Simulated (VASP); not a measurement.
# Sb (Pm-3m) in VASP: a series of runs

The runs below take Sb through single point, with r2SCAN.

All numbers are computed with VASP 6.6.1; they aren't measurements. Logs are shortened: lines on timing, memory, paths and dates and some standing lists are left out, and cuts for length are marked.

### Step 1. The cell of the first run

The structure is cubic, space group Pm-3m (No. 221). Conventional cell: a = 3.041 Å, b = 3.041 Å, c = 3.041 Å, α = 90.00°, β = 90.00°, γ = 90.00°. Within 4.0 Å of Sb (site symmetry m-3m) lie 6 Sb at 3.04 Å.

### Step 2. Single point, r2SCAN (volume scaled by 0.96)

File POSCAR:

```
Sb
1.0
    3.0411422055      0.0000000000      0.0000000000
    0.0000000000      3.0411422055      0.0000000000
    0.0000000000      0.0000000000      3.0411422055
Sb
1
Direct
    0.0000000000      0.0000000000      0.0000000000
```

File INCAR.step1:

```
PREC = Accurate
ENCUT = 520
ISMEAR = -1
SIGMA = 0.1
LREAL = False
LASPH = True
NELM = 60
NBANDS = 8
GGA = PE
ALGO = Normal
EDIFF = 1E-4
LWAVE = True
LCHARG = False
```

File INCAR.step2:

```
PREC = Accurate
ENCUT = 520
EDIFF = 1E-7
ISMEAR = -1
SIGMA = 0.1
LREAL = False
LASPH = True
NELM = 60
ALGO = Normal
ISIF = 2
LWAVE = False
LCHARG = False
METAGGA = R2SCAN
LMIXTAU = True
NBANDS = 8
ISTART = 1
```

File KPOINTS:

```
Automatic mesh
0
Gamma
  12 12 12
```

Potentials or basis: VASP PAW PBE potentials, release 64 (Sb).

Started as:

```console
> cat potpaw_PBE.64/Sb/POTCAR > POTCAR
> cp INCAR.step1 INCAR
> mpirun -np 1 vasp_std > vasp.out
> cp INCAR.step2 INCAR
> mpirun -np 1 vasp_std > vasp.out
```

OUTCAR:

```text
PREC = Accurate
   ENCUT = 520
   EDIFF = 1E-7
   ISMEAR = -1
   LREAL = False
   LASPH = True
   NELM = 60
   ISIF = 2
   METAGGA = R2SCAN
   ISTART = 1

 ion  position               nearest neighbor table
   1  0.000  0.000  0.000-

  LATTYP: Found a simple cubic cell.
 ALAT       =     3.0411422055

  Lattice vectors:

 A1 = (   3.0411422055,   0.0000000000,   0.0000000000)
 A2 = (   0.0000000000,   3.0411422055,   0.0000000000)
 A3 = (   0.0000000000,   0.0000000000,   3.0411422055)

Analysis of symmetry for initial positions (statically):
=====================================================================
 Subroutine PRICEL returns:
 Original cell was already a primitive cell.

 Routine SETGRP: Setting up the symmetry group for a
 simple cubic supercell.

 Subroutine GETGRP returns: Found 48 space group operations
 (whereof 48 operations were pure point group operations)
 out of a pool of 48 trial point group operations.

The static configuration has the point symmetry O_h .

Analysis of symmetry for dynamics (positions and initial velocities):
=====================================================================
 Subroutine PRICEL returns:
 Original cell was already a primitive cell.

 Routine SETGRP: Setting up the symmetry group for a
 simple cubic supercell.

 Subroutine GETGRP returns: Found 48 space group operations
 (whereof 48 operations were pure point group operations)
 out of a pool of 48 trial point group operations.

The dynamic configuration has the point symmetry O_h .

 Subroutine INISYM returns: Found 48 space group operations
 (whereof 48 operations are pure point group operations),
 and found     1 'primitive' translations

----------------------------------------------------------------------------------------

                                     Primitive cell

  volume of cell :      28.1261

  direct lattice vectors                    reciprocal lattice vectors
     3.041142205  0.000000000  0.000000000     0.328823821  0.000000000  0.000000000
     0.000000000  3.041142205  0.000000000     0.000000000  0.328823821  0.000000000
     0.000000000  0.000000000  3.041142205     0.000000000  0.000000000  0.328823821

  length of vectors
     3.041142205  3.041142205  3.041142205     0.328823821  0.328823821  0.328823821

  position of ions in fractional coordinates (direct lattice)
     0.000000000  0.000000000  0.000000000

  ion indices of the primitive-cell ions
   primitive index   ion index
                 1           1

----------------------------------------------------------------------------------------

 KPOINTS: Automatic mesh

Automatic generation of k-mesh.
 Grid dimensions read from file:
 generate k-points for:   12   12   12

 Generating k-lattice:

  Cartesian coordinates                     Fractional coordinates (reciprocal lattice)
     0.027401985  0.000000000  0.000000000     0.083333333  0.000000000  0.000000000
     0.000000000  0.027401985  0.000000000     0.000000000  0.083333333  0.000000000
     0.000000000  0.000000000  0.027401985     0.000000000  0.000000000  0.083333333

  Length of vectors
     0.027401985  0.027401985  0.027401985

  Shift w.r.t. Gamma in fractional coordinates (k-lattice)
     0.000000000  0.000000000  0.000000000

 Subroutine IBZKPT returns following result:
 ===========================================

 Found     84 irreducible k-points:

 Following reciprocal coordinates:
            Coordinates               Weight
  0.000000  0.000000  0.000000      1.000000
  0.083333  0.000000  0.000000      6.000000
  0.166667  0.000000  0.000000      6.000000
  0.250000  0.000000  0.000000      6.000000
  0.333333  0.000000  0.000000      6.000000
  0.416667  0.000000  0.000000      6.000000
[... 16 lines left out ...]
  0.333333  0.333333  0.000000     12.000000
  0.416667  0.333333  0.000000     24.000000
 [... further k-points ...]
   k-points           NKPTS =     84   k-points in BZ     NKDIM =     84   number of bands    NBANDS=      8
   number of dos      NEDOS =    301   number of ions     NIONS =      1
   total plane-waves  NPLWV =  13824
   dimension x,y,z NGX =    24 NGY =   24 NGZ =   24
   dimension x,y,z NGXF=    48 NGYF=   48 NGZF=   48
   ions per type =               1
   NGX,Y,Z   is equivalent  to a cutoff of  13.12, 13.12, 13.12 a.u.
   NGXF,Y,Z  is equivalent  to a cutoff of  26.24, 26.24, 26.24 a.u.
 SYSTEM =  unknown system
   PREC   = accura    normal or accurate (medium, high low for compatibility)
   ISTART =      1    job   : 0-new  1-cont  2-samecut
   ICHARG =      0    charge: 1-file 2-atom 10-const
   ISPIN  =      1    spin polarized calculation?
   LNONCOLLINEAR =      F non collinear calculations
   LSORBIT =      F    spin-orbit coupling
   LASPH  =      T    aspherical Exc in radial PAW
   ENCUT  =  520.0 eV  38.22 Ry    6.18 a.u.   5.65  5.65  5.65*2*pi/ulx,y,z
   NELM   =     60;   NELMIN=  2; NELMDL=  0     # of ELM steps
   EDIFF  = 0.1E-06   stopping-criterion for ELM
   LREAL  =      F    real-space projection
   EDIFFG = 0.1E-05   stopping-criterion for IOM
   NSW    =      0    number of steps for IOM
   IBRION =     -1    ionic relax: 0-MD 1-quasi-New 2-CG
   NFREE  =      0    steps in history (QN), initial steepest desc. (CG)
   ISIF   =      2    stress and relaxation
   ISYM   =      2    0-nonsym 1-usesym 2-fastsym
   POTIM  = 0.5000    time-step for ionic-motion
   TEBEG  =    0.0;   TEEND  =   0.0 temperature during run
   PSTRESS=    0.0 pullay stress
   NELECT =       5.0000    total number of electrons
   NUPDOWN=      -1.0000    fix difference up-down
   EMIN   =  10.00;   EMAX   =-10.00  energy-range for DOS
   EFERMI =   0.00;   METHOD = LEGACY
   ISMEAR =    -1;   SIGMA  =   0.10  broadening in eV -4-tet -1-fermi 0-gaus
   EFERMI_NEDOS =   21; number of points for ismear=-14 and -15
   IALGO  =     38    algorithm
   IMIX   =      4    mixing-type and parameters
     AMIX     =   0.40;   BMIX     =  1.00
     AMIX_MAG =   1.60;   BMIX_MAG =  1.00
  volume/ion in A,a.u.               =      28.13       189.80
  Fermi-wavevector in a.u.,A,eV,Ry     =   0.920509  1.739510 11.528721  0.847337
  Thomas-Fermi vector in A             =   2.045822
   LORBIT       =      0    0 simple, 1 ext, 2 COOP (PROOUT), +10 PAW based schemes
   METAGGA = R2SCAN    functional components
   LHFCALC =     F    Hartree Fock is set to
   AEXX    =    0.0000 exact exchange contribution
   IVDW    =     0    specifies the selected vdW correction
   LEPSILON=     F    determine dielectric tensor
   LRPA    =     F    only Hartree local field effects (RPA)
 non-spin polarized calculation
  energy-cutoff  :      520.00
  volume of cell :       28.13
 maximum number of plane-waves:       772
 NGX is ok and might be reduce to    24
   NGX = 11   NGY = 11   NGZ = 11

 number of electron       5.0000000 magnetization

 Free energy of the ion-electron system (eV)
  ---------------------------------------------------
  ext. energy  EPLUGINS =         0.00000000
  ---------------------------------------------------
  free energy    TOTEN  =       -25.62292868 eV

  energy without entropy =      -25.60297117  energy(sigma->0) =      -25.61294993

 E-fermi :   7.9427     XC(G=0): -10.3769

 val. band max:        7.9187510952   @ k =   0.4167   0.2500   0.0833
 cond. band min:       7.9870231703   @ k =   0.1667   0.1667   0.0000
 fundamental gap:      0.0682720751
 Fermi energy:         7.9427413936

 k-point     1 :       0.0000    0.0000    0.0000
  band No.  band energies     occupation
      1      -5.6362      2.00000
      2      11.4255      0.00000
      3      11.4255      0.00000
      4      11.4255      0.00000
      5      15.1264      0.00000
      6      15.1264      0.00000
      7      17.3702      0.00000
      8      26.6080      0.00000

 k-point     2 :       0.0833    0.0000    0.0000
  band No.  band energies     occupation
      1      -5.5234      2.00000
      2      10.0708      0.00000
      3      11.5392      0.00000
      4      11.5392      0.00000
      5      15.2118      0.00000
      6      16.0221      0.00000
      7      18.0529      0.00000
      8      25.7288      0.00000

 k-point     3 :       0.1667    0.0000    0.0000
  band No.  band energies     occupation
      1      -5.1884      2.00000
      2       7.8160      1.56063
      3      11.8693      0.00000
      4      11.8693      0.00000
      5      15.4660      0.00000
      6      16.7429      0.00000
      7      20.2313      0.00000
      8      24.2535      0.00000

 k-point     4 :       0.2500    0.0000    0.0000
  band No.  band energies     occupation
      1      -4.6457      2.00000
      2       5.6050      2.00000
      3      12.3785      0.00000
      4      12.3785      0.00000
      5      15.8802      0.00000
      6      17.3002      0.00000
      7      22.7460      0.00000
      8      22.7489      0.00000

 k-point     5 :       0.3333    0.0000    0.0000
  band No.  band energies     occupation
      1      -3.9388      2.00000
      2       3.6526      2.00000
      3      12.9868      0.00000
      4      12.9868      0.00000
      5      16.4273      0.00000
      6      17.9703      0.00000
      7      21.3945      0.00000
      8      21.3945      0.00000
[... 177 lines left out ...]
 k-point    22 :       0.5000    0.2500    0.0000
  band No.  band energies     occupation
      1      -1.8121      2.00000
      2       2.4182      2.00000
      3       8.0880      0.37907
      4      13.3343      0.00000
      5      14.7742      0.00000
      6      19.4780      0.00000
      7      20.6721      0.00000
      8      20.7098      0.00000

 k-point    23 :       0.3333    0.3333    0.0000
  band No.  band energies     occupation
      1      -2.2164      2.00000
      2       4.8639      2.00000
      3       5.5605      2.00000
      4      13.3710      0.00000
      5      14.5955      0.00000
      6      18.7850      0.00000
      7      22.5640      0.00000
      8      22.5921      0.00000

 k-point    24 :       0.4167    0.3333    0.0000
  band No.  band energies     occupation
      1      -1.4539      2.00000
      2       3.6347      2.00000
      3       5.8354      2.00000
      4      12.1641      0.00000
      5      15.1661      0.00000
      6      19.5584      0.00000
      7      21.6009      0.00000
      8      22.0412      0.00000

 [... further k-points ...]
[... 5 lines left out ...]
  --------------------------------------------------------------------------------------
  -------------------------------------------------------------------------------------
  Total        0.5297505      0.5297505      0.5297505      0.0000000      0.0000000      0.0000000
  in kB       30.1767026     30.1767026     30.1767026      0.0000000      0.0000000      0.0000000
  external PRESSURE =      30.1767026 kB  Pullay stress =       0.0000000 kB

 VOLUME and BASIS-vectors are now :
 -----------------------------------------------------------------------------
  energy-cutoff  :      520.00
  volume of cell :       28.13
      direct lattice vectors                 reciprocal lattice vectors
     3.041142205  0.000000000  0.000000000     0.328823821  0.000000000  0.000000000
     0.000000000  3.041142205  0.000000000     0.000000000  0.328823821  0.000000000
     0.000000000  0.000000000  3.041142205     0.000000000  0.000000000  0.328823821

 POSITION                                       TOTAL-FORCE (eV/Angst)
 -----------------------------------------------------------------------------------
      0.00000      0.00000      0.00000         0.000000      0.000000      0.000000
 -----------------------------------------------------------------------------------
    total drift:                               -0.000000     -0.000000      0.000000

  FREE ENERGIE OF THE ION-ELECTRON SYSTEM (eV)
  ---------------------------------------------------
  free  energy   TOTEN  =       -25.6229286831 eV

  energy  without entropy=      -25.6029711670  energy(sigma->0) =      -25.61294993
```

Wall time 33 s (1 thread of Intel Xeon 6975P-C, shared host); peak memory 0.15 GiB.

Results:

```yaml
Free_energy: -25.6229 eV
Pressure: 3.0 GPa
```

Levels at points of the mesh, in eV from the Fermi level:
| k point | band 1 | band 2 | band 3 | band 4 | band 5 | band 6 | band 7 |
| --- | --- | --- | --- | --- | --- | --- | --- |
| (0.00, 0.00, 0.00) | -13.58 | 3.48 | 3.48 | 3.48 | 7.18 | 7.18 | 9.43 |
| (0.50, 0.00, 0.00) | -10.78 | -6.42 | 5.83 | 5.83 | 9.38 | 11.40 | 12.05 |
| (0.50, 0.50, 0.00) | -7.72 | -4.18 | -4.18 | 2.14 | 8.30 | 13.88 | 14.06 |
| (0.50, 0.50, 0.50) | -4.18 | -2.05 | -2.05 | -2.05 | 4.96 | 4.96 | 4.96 |

Caveat: the cell differs from its parent crystal (volume scaled by 0.96); the PAW data sets were made with another functional, which shifts forces and pressure a little; spin-orbit coupling is left out, which moves the levels of the heavy elements.

### Step 3. Single point, r2SCAN

This run uses another cell than the first one, of 29.30 Å³/atom, 1.042 times its volume.

File POSCAR:

```
Sb
1.0
    3.0828068652      0.0000000000      0.0000000000
    0.0000000000      3.0828068652      0.0000000000
    0.0000000000      0.0000000000      3.0828068652
Sb
1
Direct
    0.0000000000      0.0000000000      0.0000000000
```

File INCAR.step1:

```
PREC = Accurate ; ENCUT = 520
ISMEAR = -1 ; SIGMA = 0.1
LREAL = False ; LASPH = True
NELM = 100 ; NBANDS = 8
GGA = PE ; ALGO = Normal
EDIFF = 1E-4 ; LWAVE = True
LCHARG = False
```

File INCAR.step2:

```
PREC = Accurate ; ENCUT = 520
EDIFF = 1E-6 ; ISMEAR = -1
SIGMA = 0.1 ; LREAL = False
LASPH = True ; NELM = 100
ALGO = Normal ; ISIF = 2
LWAVE = False ; LCHARG = False
METAGGA = R2SCAN ; LMIXTAU = True
NBANDS = 8 ; ISTART = 1
```

File KPOINTS:

```
regular mesh
0
Gamma
  12 12 12
```

Potentials or basis: VASP PAW PBE potentials, release 64 (Sb).

Started as:

```console
> cat potpaw_PBE.64/Sb/POTCAR > POTCAR
> cp INCAR.step1 INCAR
> mpirun -np 1 vasp_std > vasp.out
> cp INCAR.step2 INCAR
> mpirun -np 1 vasp_std > vasp.out
```

Run time: 34 s. Hardware: 1 thread of Intel Xeon 6975P-C, shared host; peak memory 0.15 GiB.

Results (log left out):

```yaml
Free_energy: -25.6347 eV
Pressure: 0.3 GPa
```

Levels at points of the mesh, in eV from the Fermi level:
```tsv
k point	band 1	band 2	band 3	band 4	band 5	band 6	band 7	band 8
(0.00, 0.00, 0.00)	-13.23	3.38	3.38	3.38	7.16	7.16	9.16	18.45
(0.50, 0.00, 0.00)	-10.59	-6.10	5.58	5.58	9.28	11.29	11.94	11.94
(0.50, 0.50, 0.00)	-7.73	-3.98	-3.98	2.31	7.86	13.55	13.90	13.92
(0.50, 0.50, 0.50)	-4.45	-1.95	-1.95	-1.95	5.04	5.04	5.04	7.41
```

Caveat: the PAW data sets were made with another functional, which shifts forces and pressure a little; spin-orbit coupling is left out, which moves the levels of the heavy elements.

### Step 4. Single point, r2SCAN (volume scaled by 1.04)

File POSCAR:

```
Sb
1.0
    3.1233747656      0.0000000000      0.0000000000
    0.0000000000      3.1233747656      0.0000000000
    0.0000000000      0.0000000000      3.1233747656
Sb
1
Direct
    0.0000000000      0.0000000000      0.0000000000
```

File INCAR.step1:

```
SYSTEM = Sb
ALGO = Normal
EDIFF = 1E-4
ENCUT = 520
GGA = PE
ISMEAR = -1
LASPH = .TRUE.
LCHARG = .FALSE.
LREAL = .FALSE.
LWAVE = .TRUE.
NBANDS = 8
NELM = 80
PREC = Accurate
SIGMA = 0.1
```

File INCAR.step2:

```
SYSTEM = Sb
ALGO = Normal
EDIFF = 1E-6
ENCUT = 520
ISIF = 2
ISMEAR = -1
ISTART = 1
LASPH = .TRUE.
LCHARG = .FALSE.
LMIXTAU = .TRUE.
LREAL = .FALSE.
LWAVE = .FALSE.
METAGGA = R2SCAN
NBANDS = 8
NELM = 80
PREC = Accurate
SIGMA = 0.1
```

File KPOINTS:

```
k-points
0
G
  12 12 12
  0 0 0
```

Started as:

```console
> cat potpaw_PBE.64/Sb/POTCAR > POTCAR
> cp INCAR.step1 INCAR
> mpirun -np 1 vasp_std > vasp.out
> cp INCAR.step2 INCAR
> mpirun -np 1 vasp_std > vasp.out
```

It took 32 s on 1 thread of Intel Xeon 6975P-C, shared host; peak memory 0.15 GiB.

The run converged. Its results:

```yaml
Free_energy: -25.6290 eV
Pressure: -1.8 GPa
```

Levels at points of the mesh, in eV from the Fermi level:
```csv
k point,band 1,band 2,band 3,band 4,band 5,band 6,band 7,band 8
"(0.00, 0.00, 0.00)",-12.90,3.29,3.29,3.29,7.14,7.14,8.91,18.24
"(0.50, 0.00, 0.00)",-10.41,-5.81,5.35,5.35,9.19,11.19,11.84,11.84
"(0.50, 0.50, 0.00)",-7.72,-3.78,-3.78,2.47,7.47,13.24,13.74,13.74
"(0.50, 0.50, 0.50)",-4.68,-1.85,-1.85,-1.85,5.12,5.12,5.12,7.51
```

Caveat: the cell differs from its parent crystal (volume scaled by 1.04); the PAW data sets were made with another functional, which shifts forces and pressure a little; spin-orbit coupling is left out, which moves the levels of the heavy elements.

### Step 5. Single point, r2SCAN (volume scaled by 1.08)

File POSCAR:

```
Sb
1.0
    3.1629153526      0.0000000000      0.0000000000
    0.0000000000      3.1629153526      0.0000000000
    0.0000000000      0.0000000000      3.1629153526
Sb
1
Direct
    0.0000000000      0.0000000000      0.0000000000
```

File INCAR.step1:

```
SYSTEM = Sb
PREC = Accurate ; ENCUT = 520
ISMEAR = -1 ; SIGMA = 0.1
LREAL = .False. ; LASPH = .True.
NELM = 60 ; NBANDS = 8
GGA = PE ; ALGO = Normal
EDIFF = 1E-4 ; LWAVE = .True.
LCHARG = .False.
```

File INCAR.step2:

```
SYSTEM = Sb
PREC = Accurate ; ENCUT = 520
EDIFF = 1E-7 ; ISMEAR = -1
SIGMA = 0.1 ; LREAL = .False.
LASPH = .True. ; NELM = 60
ALGO = Normal ; ISIF = 2
LWAVE = .False. ; LCHARG = .True.
METAGGA = R2SCAN ; LMIXTAU = .True.
LELF = .True. ; LVHAR = .True.
NBANDS = 8 ; ISTART = 1
```

File KPOINTS:

```
Automatic mesh
0
Gamma
  12 12 12
  0 0 0
```

Started as:

```console
> cat potpaw_PBE.64/Sb/POTCAR > POTCAR
> cp INCAR.step1 INCAR
> mpirun -np 1 vasp_std > vasp.out
> cp INCAR.step2 INCAR
> mpirun -np 1 vasp_std > vasp.out
```

Run time: 41 s. Hardware: 1 thread of Intel Xeon 6975P-C, shared host; peak memory 0.15 GiB.

It converged, with:

```
Free energy : -25.6091 eV
Pressure    : -3.5 GPa
```

Levels at points of the mesh, in eV from the Fermi level:
| k point | band 1 | band 2 | band 3 | band 4 | band 5 | band 6 |
| --- | --- | --- | --- | --- | --- | --- |
| (0.00, 0.00, 0.00) | -12.59 | 3.21 | 3.21 | 3.21 | 7.12 | 7.12 |
| (0.50, 0.00, 0.00) | -10.24 | -5.53 | 5.14 | 5.14 | 9.11 | 11.08 |
| (0.50, 0.50, 0.00) | -7.72 | -3.59 | -3.59 | 2.62 | 7.11 | 12.95 |
| (0.50, 0.50, 0.50) | -4.89 | -1.76 | -1.76 | -1.76 | 5.20 | 5.20 |

Caveat: the cell differs from its parent crystal (volume scaled by 1.08); the PAW data sets were made with another functional, which shifts forces and pressure a little; spin-orbit coupling is left out, which moves the levels of the heavy elements.

(Part 1 of 2 ends here.)
